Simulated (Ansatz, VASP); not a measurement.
**Two plane-wave programs on Cu**

Contents of INCAR:

```
SYSTEM = Cu
ALGO     = Normal         ! electronic algorithm
EDIFF    = 1E-6           ! SCF threshold, eV
ENCUT    = 520            ! plane-wave cutoff, eV
GGA      = PE             ! functional
ISIF     = 2              ! what is computed and relaxed
ISMEAR   = -1             ! smearing method
LASPH    = .TRUE.         ! aspherical terms in the spheres
LCHARG   = .TRUE.         ! write CHGCAR
LELF     = .TRUE.         ! ELF
LREAL    = .FALSE.        ! projectors in reciprocal space
LVHAR    = .TRUE.       
LWAVE    = .FALSE.        ! write WAVECAR
NBANDS   = 24             ! bands
NELM     = 100            ! most SCF steps
PREC     = Accurate       ! precision mode
SIGMA    = 0.08           ! smearing width, eV
```

Contents of KPOINTS:

```
k-points
0
G
  9 9 12
  0 0 0
```

The input POSCAR:

```
Cu
1.0
    3.9576709666      0.0000000000      0.0000000000
   -1.9788354832      3.4274435969      0.0000000000
    0.0000000000      0.0000000000      2.3693833322
Cu
3
Direct
    0.0000000000      0.0000000000      0.0000000000
    0.3333333333      0.6666666667      0.5000000000
    0.6666666667      0.3333333333      0.5000000000
```

Input for Ansatz:

```yaml
crystal:
  lattice:
    - [3.9576709666, 0.0, 0.0]
    - [-1.9788354832, 3.4274435969, 0.0]
    - [0.0, 0.0, 2.3693833322]
  atoms:
    - { symbol: Cu, position: [0.0, 0.0, 0.0] }
    - { symbol: Cu, position: [0.3333333333, 0.6666666667, 0.5] }
    - { symbol: Cu, position: [0.6666666667, 0.3333333333, 0.5] }
kpoints:
  mp_grid: { grid: [9, 9, 12] }
scf:
  occupations: { method: fermi_dirac, width: 0.08 }
hamiltonian:
  xc: pbe
  pseudopotentials: { kind: nc }
output:
  forces: true
  stress: true
  eigenvalues: true
```

Change from the starting cell: volume scaled by 0.88, norm-conserving files.

Alike in both runs: task single point; functional PBE; k mesh 9 × 9 × 12; occupations fermi-dirac, width 0.08 eV; no spin polarisation.

|  | VASP | Ansatz |
| --- | --- | --- |
| version | VASP 6.6.1 | Ansatz 0.2.0 |
| potentials or method | VASP PAW PBE potentials, release 64 (Cu) | norm-conserving pseudopotentials, scalar-relativistic |
| plane-wave cutoff (eV) | 520 | 1252 |
| valence electrons in the cell | 33 | 57 |

|  | VASP | Ansatz | Ansatz less VASP |
| --- | --- | --- | --- |
| pressure (GPa) | 24.4 | 23.9 | -0.49 |
| traceless stress, the component that is largest in VASP (GPa) | -0.10 | 0.05 | +0.147 |

VASP's potentials hold 33 valence electrons a cell and Ansatz's 57, so a difference there can come from the potentials and not from the codes.
